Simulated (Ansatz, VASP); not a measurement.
**AlN: VASP beside Ansatz**

```
Al N
1.0
     0.01639    2.18490    2.18490
     2.18490    0.01639    2.18490
     2.20129    2.20129    0.00000
Al N
1 1
Cartesian
  0.0000 0.0000 0.0000
  3.3019 3.3019 3.2774
```

Change from the starting cell: strain +0.0150 x Voigt [0, 0, 0, 0, 0, 1], atoms carried along.

Alike in both runs: task single point; functional r2SCAN; k mesh 10 × 10 × 10; occupations gaussian, width 0.05 eV; no spin polarisation.

|  | VASP | Ansatz |
| --- | --- | --- |
| version | VASP 6.6.1 | Ansatz 0.2.0 |
| potentials or method | VASP PAW PBE potentials, release 64 (Al, N), cutoff 520 eV | scalar-relativistic, plane waves, PAW |
| valence electrons in the cell | 8 | 8 |

VASP gave:

```
gap on the k mesh at the Fermi level (eV)                     : 3.89
least direct gap on the mesh (eV)                             : 4.83
pressure (GPa)                                                : -0.3
traceless stress, the component that is largest in VASP (GPa) : -3.56
rms of the force components (eV/Å)                            : 0.076
```

Q: Estimate Ansatz's values.

A: gap on the k mesh at the Fermi level (eV): 3.89; least direct gap on the mesh (eV): 4.80; pressure (GPa): 0.1; traceless stress, the component that is largest in VASP (GPa): -3.52; rms of the force components (eV/Å): 0.074.

VASP's potentials were made for PBE, not for r2SCAN. Atom by atom the forces differ by 0.001 eV/Å (rms over components).
